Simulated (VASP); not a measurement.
Here is a VASP 6.6.1 calculation.

INCAR

```
SYSTEM = ZnPtC6N6
ALGO = Normal ; EDIFF = 1E-8
ENCUT = 520 ; GGA = PE
ISIF = 2 ; ISMEAR = -1
LASPH = .True. ; LCHARG = .False.
LDAU = .True. ; LDAUJ = 0 0 0 0
LDAUL = -1 2 -1 -1 ; LDAUPRINT = 1
LDAUTYPE = 2 ; LDAUU = 0 6 0 0
LEFG = .True. ; LMAXMIX = 4
LREAL = .False. ; LWAVE = .False.
NBANDS = 51 ; NELM = 150
PREC = Accurate ; SIGMA = 0.05
```

Contents of KPOINTS:

```
k-points
0
Gamma
  5 5 5
  0 0 0
```

The input POSCAR:

```
ZnPtC6N6
1.0
    0.0000000000      5.2620500000      5.2620500000
    5.2620500000      0.0000000000      5.2620500000
    5.2620500000      5.2620500000      0.0000000000
Zn Pt C N
1 1 6 6
Direct
    0.5000000000      0.5000000000      0.5000000000
    0.0000000000      0.0000000000      0.0000000000
    0.1902259188      0.1902259188      0.8097740812
    0.8097740812      0.8097740812      0.1902259188
    0.8097740812      0.1902259188      0.1902259188
    0.1902259188      0.8097740812      0.8097740812
    0.1902259188      0.8097740812      0.1902259188
    0.8097740812      0.1902259188      0.8097740812
    0.3000704348      0.3000704348      0.6999295652
    0.6999295652      0.6999295652      0.3000704348
    0.6999295652      0.3000704348      0.3000704348
    0.3000704348      0.6999295652      0.6999295652
    0.3000704348      0.6999295652      0.3000704348
    0.6999295652      0.3000704348      0.6999295652
```

Potentials or basis: VASP PAW PBE potentials, release 64 (Zn, Pt, C, N).

The run is started by

```sh
$ cat potpaw_PBE.64/Zn/POTCAR potpaw_PBE.64/Pt/POTCAR potpaw_PBE.64/C/POTCAR potpaw_PBE.64/N/POTCAR > POTCAR
$ mpirun -np 1 vasp_std > vasp.out
```

(1) Estimate the largest force.

(2) Predict the pressure.

Answers

(1) 0.872 eV/Å.

(2) 1.5 GPa.

Caveat: without QUAD_EFG the Cq values of the log hold for a quadrupole moment of 1 mb, not for the nuclei.
